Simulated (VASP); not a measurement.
# Fe (P6_3/mmc) in VASP: notebook

Runs on Fe. Level: LDA. Tasks: single point.

Program: VASP 6.6.1. These are calculated values, not measurements. Logs are shortened: lines on timing, memory, paths and dates and some standing lists are left out, and cuts for length are marked.

## Step 1: The cell of the first run

It takes space group P6_3/mmc (No. 194, hexagonal). Conventional cell: a = 2.347 Å, b = 2.347 Å, c = 3.797 Å, α = 90.00°, β = 90.00°, γ = 120.00°. Within 3.1 Å of Fe (site symmetry -6m2) lie 12 Fe at 2.33 to 2.35 Å.

This isn't the form of Fe at room conditions, which is bcc.

## Step 2: Single point, LDA

INCAR reads:

```
  ALGO = Normal
  EDIFF = 1E-6
  ENCUT = 600
  GGA = CA
  GGA_COMPAT = False
  ISIF = 2
  ISMEAR = 1
  ISYM = 0
  LASPH = True
  LCHARG = False
  LREAL = False
  LWAVE = False
  NBANDS = 15
  NELM = 120
  PREC = Accurate
  SIGMA = 0.01
```

KPOINTS reads:

```
Automatic mesh
0
Gamma
  6 6 4
  0.5 0.5 0.5
```

POSCAR reads:

```
Fe
1.0
    2.3470000000      0.0000000000      0.0000000000
   -1.1735000000      2.0325620000      0.0000000000
    0.0000000000      0.0000000000      3.7970000000
Fe
2
Direct
    0.3333333333      0.6666666667      0.2500000000
    0.6666666667      0.3333333333      0.7500000000
```

Potentials or basis: VASP PAW LDA potentials, release 64 (Fe).

Launch:

```console
$ cat potpaw_LDA.64/Fe/POTCAR > POTCAR
$ mpirun -np 1 vasp_std > vasp.out
```

OUTCAR:

```text
EDIFF = 1E-6
   ENCUT = 600
   GGA = CA
   ISIF = 2
   ISMEAR = 1
   ISYM = 0
   LASPH = True
   LREAL = False
   NELM = 120
   PREC = Accurate

 ion  position               nearest neighbor table
   1  0.333  0.667  0.250-   2 2.33   2 2.33   2 2.33   2 2.33   2 2.33   2 2.33
   2  0.667  0.333  0.750-   1 2.33   1 2.33   1 2.33   1 2.33   1 2.33   1 2.33

IMPORTANT INFORMATION: All symmetrisations will be switched off!
NOSYMM: (Re-)initialisation of all symmetry stuff for point group C_1.

----------------------------------------------------------------------------------------

                                     Primitive cell

  volume of cell :      18.1133

  direct lattice vectors                    reciprocal lattice vectors
     2.347000000  0.000000000  0.000000000     0.426075841  0.245994956  0.000000000
    -1.173500000  2.032562000  0.000000000     0.000000000  0.491989912  0.000000000
     0.000000000  0.000000000  3.797000000     0.000000000  0.000000000  0.263365815

  length of vectors
     2.347000000  2.347000327  3.797000000     0.491989981  0.491989912  0.263365815

  position of ions in fractional coordinates (direct lattice)
     0.333333333  0.666666667  0.250000000
     0.666666667  0.333333333  0.750000000

  ion indices of the primitive-cell ions
   primitive index   ion index
                 1           1
                 2           2

----------------------------------------------------------------------------------------

 KPOINTS: Automatic mesh

Automatic generation of k-mesh.
 Grid dimensions read from file:
 generate k-points for:    6    6    4

 Generating k-lattice:

  Cartesian coordinates                     Fractional coordinates (reciprocal lattice)
     0.071012640  0.040999159  0.000000000     0.166666667  0.000000000  0.000000000
     0.000000000  0.081998319  0.000000000     0.000000000  0.166666667  0.000000000
     0.000000000  0.000000000  0.065841454     0.000000000  0.000000000  0.250000000

  Length of vectors
     0.081998330  0.081998319  0.065841454

  Shift w.r.t. Gamma in fractional coordinates (k-lattice)
     0.500000000  0.500000000  0.500000000

 Subroutine IBZKPT returns following result:
 ===========================================

 Found    216 irreducible k-points:

 Following reciprocal coordinates:
            Coordinates               Weight
  0.083333  0.083333  0.125000      2.000000
[... 51 lines left out ...]
   TEBEG  =    0.0;   TEEND  =   0.0 temperature during run
   PSTRESS=    0.0 pullay stress
   NELECT =      16.0000    total number of electrons
   NUPDOWN=      -1.0000    fix difference up-down
   EMIN   =  10.00;   EMAX   =-10.00  energy-range for DOS
   EFERMI =   0.00;   METHOD = LEGACY
   ISMEAR =     1;   SIGMA  =   0.01  broadening in eV -4-tet -1-fermi 0-gaus
   EFERMI_NEDOS =   21; number of points for ismear=-14 and -15
   IALGO  =     38    algorithm
   IMIX   =      4    mixing-type and parameters
     AMIX     =   0.40;   BMIX     =  1.00
     AMIX_MAG =   1.60;   BMIX_MAG =  1.00
  volume/ion in A,a.u.               =       9.06        61.12
  Fermi-wavevector in a.u.,A,eV,Ry     =   1.570781  2.968346 33.570378  2.467353
  Thomas-Fermi vector in A             =   2.672463
   LORBIT       =      0    0 simple, 1 ext, 2 COOP (PROOUT), +10 PAW based schemes
   GGA     = CA    functional components
   LHFCALC =     F    Hartree Fock is set to
   AEXX    =    0.0000 exact exchange contribution
   IVDW    =     0    specifies the selected vdW correction
   LEPSILON=     F    determine dielectric tensor
   LRPA    =     F    only Hartree local field effects (RPA)
 non-spin polarized calculation
 Methfessel and Paxton  Order N= 1 SIGMA  =   0.01
  energy-cutoff  :      600.00
  volume of cell :       18.11
 maximum number of plane-waves:       615
   NGX =  9   NGY =  9   NGZ = 15

 number of electron      16.0000001 magnetization

 Free energy of the ion-electron system (eV)
  ---------------------------------------------------
  ext. energy  EPLUGINS =         0.00000000
  ---------------------------------------------------
  free energy    TOTEN  =       -18.77666370 eV

  energy without entropy =      -18.77668021  energy(sigma->0) =      -18.77666920

 E-fermi :   8.2414     XC(G=0): -14.7692

 val. band max:        8.2127100888   @ k =   0.0000  -0.0833   0.3750
 cond. band min:       8.2498732348   @ k =   0.2500   0.2500   0.1250
 fundamental gap:      0.0371631460
 Fermi energy:         8.2414459674

 k-point     1 :       0.0833    0.0833    0.1250
  band No.  band energies     occupation
      1      -0.3162      2.00000
      2       3.0920      2.00000
      3       5.5351      2.00000
      4       5.8367      2.00000
      5       6.4297      2.00000
      6       6.5940      2.00000
      7       6.7343      2.00000
      8       7.0727      2.00000
      9       7.3940      2.00000
     10       7.5002      2.00000
     11       9.1773      0.00000
     12      11.4820      0.00000
     13      18.9525      0.00000
     14      28.9848      0.00000
[... 401 lines left out ...]
      2       3.1113      2.00000
      3       3.9150      2.00000
      4       5.1356      2.00000
      5       6.0202      2.00000
      6       6.8845      2.00000
      7       7.0101      2.00000
      8       9.1304      0.00000
      9       9.2899      0.00000
     10       9.3549      0.00000
     11      11.1794      0.00000
     12      14.4435      0.00000
     13      19.6315      0.00000
     14      21.3645      0.00000
     15      24.2450      0.00000

 [... further k-points ...]

------------------------ aborting loop because EDIFF is reached ----------------------------------------

  FORCE on cell =-STRESS in cart. coord.  units (eV):
  Direction    XX          YY          ZZ          XY          YZ          ZX
  --------------------------------------------------------------------------------------
  -------------------------------------------------------------------------------------
  Total        2.6613155      2.6613044      1.3190914     -0.0000002      0.0000002     -0.0000004
  in kB      235.4016270    235.4006467    116.6777344     -0.0000208      0.0000203     -0.0000398
  external PRESSURE =     195.8266693 kB  Pullay stress =       0.0000000 kB

 VOLUME and BASIS-vectors are now :
 -----------------------------------------------------------------------------
  energy-cutoff  :      600.00
  volume of cell :       18.11
      direct lattice vectors                 reciprocal lattice vectors
     2.347000000  0.000000000  0.000000000     0.426075841  0.245994956  0.000000000
    -1.173500000  2.032562000  0.000000000     0.000000000  0.491989912  0.000000000
     0.000000000  0.000000000  3.797000000     0.000000000  0.000000000  0.263365815

 POSITION                                       TOTAL-FORCE (eV/Angst)
 -----------------------------------------------------------------------------------
     -0.00000      1.35504      0.94925        -0.000000      0.000001      0.000013
      1.17350      0.67752      2.84775         0.000000     -0.000001     -0.000013
 -----------------------------------------------------------------------------------
    total drift:                               -0.000000      0.000002      0.000001

  FREE ENERGIE OF THE ION-ELECTRON SYSTEM (eV)
  ---------------------------------------------------
  free  energy   TOTEN  =       -18.7766637015 eV

  energy  without entropy=      -18.7766802090  energy(sigma->0) =      -18.77666920
```

stdout:

```text
POSCAR found type information on POSCAR Fe
 POSCAR found :  1 types and       2 ions
 scaLAPACK will be used
 LDA part: xc-table for (Slater(with rela. corr.)+CA(PZ))
 , standard interpolation
 POSCAR, INCAR and KPOINTS ok, starting setup
 FFT: planning ... GRIDC
 FFT: planning ... GRID_SOFT
 FFT: planning ... GRID
 WAVECAR not read
 entering main loop
```

Wall time 67 s (1 thread of AMD EPYC 7R43 (Zen 3), shared host); peak memory 0.13 GiB.

What came out:

```yaml
Free_energy: -18.7767 eV
Pressure: 19.6 GPa
Band_gap_on_the_k_mesh: zero (bands 8 and 9 overlap by 1.74 eV)
```

Stress tensor (GPa, compression positive):
```
23.54  0.00  0.00
 0.00 23.54  0.00
 0.00  0.00 11.67
```

Caveat: the k points lie up to 0.52 Å⁻¹ apart, too coarse for converged energies and pressures of a metal; the run has no spin polarisation, though such a crystal can be magnetic.

## Step 3: Single point, LDA, collinear spin, ferromagnetic start

INCAR reads:

```
PREC     = Accurate       # precision mode
ENCUT    = 600            # plane-wave cutoff, eV
EDIFF    = 1E-6           # SCF threshold, eV
ISMEAR   = 1              # smearing method
SIGMA    = 0.01           # smearing width, eV
LREAL    = False          # projectors in reciprocal space
LASPH    = True           # aspherical terms in the spheres
NELM     = 200            # most SCF steps
ALGO     = Normal         # electronic algorithm
ISIF     = 2              # what is computed and relaxed
LWAVE    = False          # write WAVECAR
LCHARG   = True           # write CHGCAR
ISPIN    = 2              # spin polarisation
MAGMOM   = 4.2 4.2        # initial moments
LORBIT   = 11             # projections on sites
LMAXMIX  = 4              # l up to which the mixer works
GGA      = CA             # functional
LELF     = True           # ELF
LVHAR    = True         
ISYM     = 0            
NBANDS   = 19             # bands
GGA_COMPAT= False
```

KPOINTS is that of step 2.

POSCAR is that of step 2.

Potentials or basis: VASP PAW LDA potentials, release 64 (Fe).

Launch:

```console
$ cat potpaw_LDA.64/Fe/POTCAR > POTCAR
$ mpirun -np 1 vasp_std > vasp.out
```

Run time: 3.3 min. Hardware: 1 thread of AMD EPYC 7R43 (Zen 3), shared host; peak memory 0.19 GiB.

The run converged. Its results:

```yaml
Free_energy: -18.7767 eV
Pressure: 19.5 GPa
Band_gap_on_the_k_mesh: zero (filled and empty bands overlap)
Net_moment: 0.00 μB per cell
Valence_electrons_inside_the_program's_atomic_spheres: Fe 7.85
```

Stress tensor (GPa, compression positive):
```
23.49  0.00  0.00
 0.00 23.49  0.00
 0.00  0.00 11.65
```

Levels at points of the mesh, in eV from the Fermi level:
Spin up:
| k point | band 6 | band 7 | band 8 | band 9 | band 10 | band 11 |
| --- | --- | --- | --- | --- | --- | --- |
| (0.08, 0.08, 0.12) | -1.65 | -1.51 | -1.17 | -0.85 | -0.74 | 0.94 |
Spin down:
| k point | band 4 | band 5 | band 6 | band 7 | band 8 | band 9 | band 10 | band 11 | band 12 | band 13 |
| --- | --- | --- | --- | --- | --- | --- | --- | --- | --- | --- |
| (0.08, 0.08, 0.12) | -2.40 | -1.81 | -1.65 | -1.51 | -1.17 | -0.85 | -0.74 | 0.94 | 3.24 | 10.71 |

Caveat: the k points lie up to 0.52 Å⁻¹ apart, too coarse for converged energies and pressures of a metal; the moments typed at the start vanished in this run.

## Step 4: Single point, LDA, collinear spin, antiferromagnetic start

INCAR reads:

```
PREC = Accurate
ENCUT = 600
EDIFF = 1E-6
ISMEAR = 1
SIGMA = 0.01
LREAL = F
LASPH = T
NELM = 200
ALGO = Normal
ISIF = 2
LWAVE = F
LCHARG = F
ISPIN = 2
MAGMOM = 4.2 -4.2
LORBIT = 11
LMAXMIX = 4
NBANDS = 19
ISYM = 0
GGA_COMPAT = F
```

KPOINTS is that of step 3.

POSCAR is that of step 3.

Launch:

```console
$ cat potpaw_LDA.64/Fe/POTCAR > POTCAR
$ mpirun -np 1 vasp_std > vasp.out
```

Run time: 3.3 min. Hardware: 1 thread of AMD EPYC 7R43 (Zen 3), shared host; peak memory 0.19 GiB.

The run converged. Its results:

```yaml
Free_energy: -18.7767 eV
Pressure: 19.6 GPa
Band_gap_on_the_k_mesh: zero (filled and empty bands overlap)
Net_moment: 0.00 μB per cell
Valence_electrons_inside_the_program's_atomic_spheres: Fe 7.85
```

Stress tensor (GPa, compression positive):
```
23.55  0.00  0.00
 0.00 23.55  0.00
 0.00  0.00 11.71
```

Levels at points of the mesh, in eV from the Fermi level:
Spin up:
| k point | band 5 | band 6 | band 7 | band 8 | band 9 | band 10 | band 11 | band 12 |
| --- | --- | --- | --- | --- | --- | --- | --- | --- |
| (0.08, 0.08, 0.12) | -1.81 | -1.65 | -1.51 | -1.17 | -0.85 | -0.74 | 0.94 | 3.24 |
Spin down:
```
           k point  band 5  band 6  band 7  band 8  band 9  band 10  band 11  band 12
(0.08, 0.08, 0.12)   -1.81   -1.65   -1.51   -1.17   -0.85    -0.74     0.94     3.24
```

Caveat: the k points lie up to 0.52 Å⁻¹ apart, too coarse for converged energies and pressures of a metal; the moments typed at the start vanished in this run.

The gap in the log of VASP goes by the Fermi energy; the results here count the filled bands.